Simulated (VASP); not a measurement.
# Ga: single point with LDA

Crystal: Ga.

```
Ga
1.0
     0.00000    2.84052    2.84052
     2.84052    0.00000    2.84052
     2.84052    2.84052    0.00000
Ga
2
Cartesian
  0.0000 0.0000 0.0000
  1.4203 1.4203 1.4203
```

- Program: VASP 6.6.1
- Task: single point
- Functional: LDA
- Potentials or basis: VASP PAW LDA potentials, release 64 (Ga_d)
- Cutoff: 520 eV
- k mesh: 8 × 8 × 8
- Occupations: fermi-dirac, width 0.136057 eV
- Spin: no spin polarisation

```json
{"Pressure": "0.2 GPa", "Band gap on the k mesh": "zero (band 13 reaches 6.01 eV, above the bottom of band 14 at 1.36 eV)"}
```

Levels at points of the mesh, in eV from the Fermi level:
```
           k point  band 9  band 10  band 11  band 12  band 13  band 14  band 15  band 16  band 17  band 18
(0.00, 0.00, 0.00)  -14.42   -14.42    -9.87     3.02     3.02     3.02     4.34     5.07     5.07     5.07
(0.50, 0.00, 0.00)  -14.40   -14.40    -7.46    -4.90     1.40     1.40     3.40     6.06     6.06     8.40
(0.50, 0.50, 0.00)  -14.37   -14.37    -5.67    -5.67    -0.56    -0.56     2.92     2.92    12.66    12.66
```

Run time: 16 s on 1 thread of Intel(R) Xeon(R) Platinum 8559C (Emerald Rapids) (shared host), peak memory 0.15 GiB.
